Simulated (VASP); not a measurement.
Write the native input for VASP 6.6.1 that does the following.

```yaml
Task: single point
Functional: LDA
Potentials_or_basis: VASP PAW LDA potentials, release 64 (Rh_pv)
Cutoff: 520 eV
k_mesh: 22 × 22 × 22
Occupations: gaussian, width 0.15 eV
Spin: no spin polarisation
Dipole_correction: no
Further_INCAR_settings: ALGO = Fast; EDIFF = 1e-06; NBANDS = 14
```

The structure of Rh lies in POSCAR:

```
Rh
1.0
    0.0000000000      1.7962007826      1.9404357054
    1.7962007826      0.0000000000      1.9404357054
    1.7962007826      1.7962007826      0.0000000000
Rh
1
Direct
    0.0000000000      0.0000000000      0.0000000000
```

One way to write it, as run:

INCAR

```
SYSTEM = Rh
ALGO = Fast
EDIFF = 1E-6
ENCUT = 520
GGA = CA
ISIF = 2
ISMEAR = 0
LASPH = .True.
LCHARG = .False.
LREAL = .False.
LWAVE = .False.
NBANDS = 14
NELM = 100
PREC = Accurate
SIGMA = 0.15
```

KPOINTS

```
k-points
0
Gamma
  22 22 22
  0 0 0
```

Potentials or basis: VASP PAW LDA potentials, release 64 (Rh_pv).

The run is started by

```sh
$ cat potpaw_LDA.64/Rh_pv/POTCAR > POTCAR
$ mpirun -np 1 vasp_std > vasp.out
```

Results of the run:

| Property | Result |
| --- | --- |
| Pressure | 22.1 GPa |
| Band gap on the k mesh | zero (an odd number of electrons rules out a gap without spin polarisation) |

Caveat: the stress differs along the axes, from 5 to 31 GPa.

It took 100 s on 1 thread of Intel(R) Xeon(R) 6975P-C (Granite Rapids) (shared host), peak memory 0.22 GiB.
